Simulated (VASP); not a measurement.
Set up this calculation in VASP 6.6.1, as the native input.

```yaml
Task: single point
Functional: PBE
Potentials_or_basis: VASP PAW PBE potentials, release 64 (Zn, H)
Cutoff: 400 eV
k_mesh: 4 × 3 × 3
Occupations: fermi-dirac, width 0.15 eV
Spin: no spin polarisation
Dipole_correction: no
Further_INCAR_settings: ALGO = Normal; EDIFF = 1e-06; NBANDS = 84
```

The structure of Zn12H (a cell with a defect) lies in POSCAR:

```
Zn12H
1.0
    5.3200000000      0.0000000000      0.0000000000
   -3.9900000000      6.9108830000      0.0000000000
    0.0000000000      0.0000000000      4.9369600000
Zn H
12 1
Direct
   -0.0270233867     -0.0218206559      0.0511043233
    0.1539539566      0.1994824684      0.5261740018
    0.0113867782      0.3324756041     -0.0579708971
    0.1512695791      0.5329709677      0.4968239564
   -0.0381393953      0.6834582498      0.0401056521
    0.1919169364      0.9009268425      0.5120154913
    0.5207749935      0.0208077607      0.0097428377
    0.6644096511      0.2168319157      0.4800727573
    0.5411538961      0.3336187286     -0.0314768603
    0.6683762923      0.5499152568      0.4955478675
    0.4549234444      0.6906498055     -0.0379990926
    0.6815468910      0.8737667820      0.4656711823
    0.3248242561      0.3751040207      0.1910892533
```

These files were run (other wordings do the same):

INCAR

```
SYSTEM = Zn12H
ALGO     = Normal         ! electronic algorithm
EDIFF    = 1E-6           ! SCF threshold, eV
ENCUT    = 400            ! plane-wave cutoff, eV
GGA      = PE             ! functional
GGA_COMPAT= .FALSE.      
ISIF     = 2              ! what is computed and relaxed
ISMEAR   = -1             ! smearing method
LASPH    = .TRUE.         ! aspherical terms in the spheres
LCHARG   = .FALSE.        ! write CHGCAR
LREAL    = .FALSE.        ! projectors in reciprocal space
LWAVE    = .FALSE.        ! write WAVECAR
NBANDS   = 84             ! bands
NELM     = 120            ! most SCF steps
PREC     = Accurate       ! precision mode
SIGMA    = 0.15           ! smearing width, eV
```

KPOINTS

```
k-points
0
G
  4 3 3
  0 0 0
```

Potentials or basis: VASP PAW PBE potentials, release 64 (Zn, H).

The run is started by

```bash
$ cat potpaw_PBE.64/Zn/POTCAR potpaw_PBE.64/H/POTCAR > POTCAR
$ mpirun -np 1 vasp_std > vasp.out
```

Results of the run:

```json
{
  "Pressure": "4.8 GPa",
  "Largest force": "1.516 eV/Å",
  "Band gap on the k mesh": "zero (an odd number of electrons rules out a gap without spin polarisation)"
}
```

Caveat: the k points lie up to 0.42 Å⁻¹ apart, too coarse for converged energies and pressures of a metal.

Run time: 3.4 min on 1 thread of Oxide Virtual Turin-like Processor (shared host), peak memory 0.28 GiB.
